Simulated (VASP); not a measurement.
EuNi2Ge2, 5 atoms in the cell. It takes space group I4/mmm (No. 139, tetragonal). Conventional cell: a = 4.106 Å, b = 4.106 Å, c = 10.049 Å, α = 90.00°, β = 90.00°, γ = 90.00°. Eu (site symmetry 4/mmm) has 10 Ge at 3.21 to 3.67 Å and 8 Ni at 3.24 Å and 4 Eu at 4.11 Å within 4.2 Å. Within 3.1 Å of Ni (site symmetry -4m2) lie 4 Ge at 2.35 Å and 4 Ni at 2.90 Å. Within 3.3 Å of Ge (site symmetry 4mm) lie 4 Ni at 2.35 Å and 1 Ge at 2.72 Å and 4 Eu at 3.21 Å. 

```yaml
Program: VASP 6.6.1
Task: single point
Functional: PBEsol
Potentials_or_basis: VASP PAW PBE potentials, release 64 (Eu, Ni, Ge_d)
Cutoff: 600 eV
k_mesh: 10 × 10 × 10
Occupations: fermi-dirac, width 0.1 eV
Spin: collinear spin, ferromagnetic start
Starting_moments: "[7.0, 1.5, 1.5, 0.0, 0.0] μB"
Dipole_correction: no
Further_INCAR_settings: ALGO = Normal; EDIFF = 1e-06; NBANDS = 44
```

Potentials or basis: VASP PAW PBE potentials, release 64 (Eu, Ni, Ge_d).

Run with:

```sh
$ cat potpaw_PBE.64/Eu/POTCAR potpaw_PBE.64/Ni/POTCAR potpaw_PBE.64/Ge_d/POTCAR > POTCAR
$ mpirun -np 4 vasp_std > vasp.out
```

Hardware: 4 MPI ranks on Intel(R) Xeon(R) 6975P-C (Granite Rapids), on a shared host.

Q: How long does it take, and how much memory?

A: Wall time 11 min on 4 MPI ranks on Intel(R) Xeon(R) 6975P-C (Granite Rapids), with other jobs on the host, peak memory 1 GiB a rank. Counts: scf iterations 30, k points 102.
